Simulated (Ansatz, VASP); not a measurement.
WSe2 in VASP and in Ansatz

```xyz
6
Lattice="3.2997 0.0000 0.0000 -1.6498 2.8576 0.0000 0.0000 0.0000 13.1487" Properties=species:S:1:pos:R:3 pbc="T T T"
W     0.0000    1.9051    3.2872
W     1.6498    0.9525    9.8615
Se    1.6498    0.9525    4.9526
Se    1.6498    0.9525    1.6218
Se    0.0000    1.9051   11.5269
Se    0.0000    1.9051    8.1961
```

Alike in both runs: task single point; functional PBEsol; k mesh 6 × 6 × 2; no spin polarisation.

|  | VASP | Ansatz |
| --- | --- | --- |
| version | VASP 6.6.1 | Ansatz 0.2.0 |
| potentials or method | VASP PAW PBE potentials, release 64 (W_sv, Se) | plane waves, PAW |
| plane-wave cutoff (eV) | 520 | 420 |
| occupations | gaussian, width 0.01 eV | fixed |
| valence electrons in the cell | 52 | 92 |

Ansatz gave:

| Item | Value |
| --- | --- |
| gap on the k mesh at the Fermi level (eV) | 1.01 |
| pressure (GPa) | -1.5 |
| traceless stress, the component that is largest in VASP (GPa) | 1.20 |
| rms of the force components (eV/Å) | 0.016 |

Question: What did VASP give for the same quantities?

Answer: gap on the k mesh at the Fermi level (eV): 1.00; pressure (GPa): -1.1; traceless stress, the component that is largest in VASP (GPa): 1.29; rms of the force components (eV/Å): 0.012.

VASP's potentials were made for PBE, not for PBEsol. Atom by atom the forces differ by 0.028 eV/Å (rms over components). VASP's potentials hold 52 valence electrons a cell and Ansatz's 92, so a difference there can come from the potentials and not from the codes.

Neither program's run includes spin-orbit coupling.
